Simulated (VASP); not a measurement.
Input of a VASP 6.6.1 run:

File INCAR:

```
SYSTEM = Sn
ALGO = Normal ; EDIFF = 1E-6
ENCUT = 520 ; GGA = PE
ISIF = 2 ; ISMEAR = -1
LASPH = .TRUE. ; LCHARG = .FALSE.
LREAL = .FALSE. ; LWAVE = .FALSE.
NBANDS = 21 ; NELM = 60
PREC = Accurate ; SIGMA = 0.02
```

File KPOINTS:

```
k-points
0
G
  6 6 6
  0 0 0
```

The input POSCAR:

```
Sn
1.0
    0.0000000000      3.1353453049      3.2844597788
    3.1353453049      0.0000000000      3.2844597788
    3.1353453049      3.1353453049      0.0000000000
Sn
2
Direct
    0.0000000000      0.0000000000      0.0000000000
    0.2500000000      0.2500000000      0.2500000000
```

Potentials or basis: VASP PAW PBE potentials, release 64 (Sn_d).

Launch:

```console
$ cat potpaw_PBE.64/Sn_d/POTCAR > POTCAR
$ mpirun -np 1 vasp_std > vasp.out
```

Estimate the pressure.

6.5 GPa.

Estimate the band gap on the k mesh.

zero (band 14 reaches 6.47 eV, above the bottom of band 15 at 6.35 eV).

Stress tensor (GPa, compression positive):
```
6.97 0.00 0.00
0.00 6.97 0.00
0.00 0.00 5.54
```

Caveat: the cell differs from its parent crystal (biaxial xy strain -4.5%); spin-orbit coupling is left out, which moves the levels of the heavy elements.
